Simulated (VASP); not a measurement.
A run of VASP 6.6.1:

The input INCAR:

```
PREC = Accurate
ENCUT = 520
EDIFF = 1E-6
ISMEAR = -1
SIGMA = 0.01
LREAL = F
LASPH = T
NELM = 100
ALGO = Normal
ISIF = 2
LWAVE = F
LCHARG = F
GGA = PS
NBANDS = 15
```

KPOINTS

```
regular mesh
0
Gamma
  8 8 8
```

The input POSCAR:

```
KI
1.0
    0.0000000000      3.5245500000      3.4540590000
    3.5245500000      0.0000000000      3.4540590000
    3.5245500000      3.5245500000      0.0000000000
K I
1 1
Direct
    0.0000000000      0.0000000000      0.0000000000
    0.5000000000      0.5000000000      0.5000000000
```

Potentials or basis: VASP PAW PBE potentials, release 64 (K_sv, I).

The run is started by

```sh
$ cat potpaw_PBE.64/K_sv/POTCAR potpaw_PBE.64/I/POTCAR > POTCAR
$ mpirun -np 1 vasp_std > vasp.out
```

Hardware: 1 thread of Intel(R) Xeon(R) Platinum 8259CL CPU @ 2.50GHz (Skylake/Cascade Lake) (shared host).

Question: Estimate the wall time of this run.

Answer: It took 65 s on 1 thread of Intel(R) Xeon(R) Platinum 8259CL CPU @ 2.50GHz (Skylake/Cascade Lake), on a shared host, peak memory 0.27 GiB. Counts: scf iterations 12, k points 59.
